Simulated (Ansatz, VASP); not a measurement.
# Cs2BaC: VASP beside Ansatz

```
CELL_PARAMETERS angstrom
4.90807 0.00000 0.00000
0.00000 4.90807 0.00000
0.00000 0.00000 6.67100
ATOMIC_POSITIONS crystal
Cs 0.00000 0.00000 0.50000
Cs 0.50000 0.50000 0.00000
Ba 0.50000 0.50000 0.50000
C 0.00000 0.00000 0.00000
```

Change from the starting cell: species swapped into the LiNdS2 type (P4/mmm, No. 123).

Alike in both runs: task single point; functional PBE; k mesh 4 × 4 × 4; occupations gaussian, width 0.1 eV; no spin polarisation.

|  | VASP | Ansatz |
| --- | --- | --- |
| version | VASP 6.6.1 | Ansatz 0.2.0 |
| potentials or method | VASP PAW PBE potentials, release 64 (Cs_sv, Ba_sv, C), cutoff 520 eV | scalar-relativistic, plane waves, PAW |
| valence electrons in the cell | 32 | 32 |

|  | VASP | Ansatz | Ansatz less VASP |
| --- | --- | --- | --- |
| gap on the k mesh at the Fermi level (eV) | none | none | - |
| pressure (GPa) | 1.3 | 1.0 | -0.29 |
| traceless stress, the component that is largest in VASP (GPa) | 1.12 | 1.14 | +0.018 |

A gap of «none» marks a metal or a gap that the smearing closes.

Neither program's run includes spin-orbit coupling.
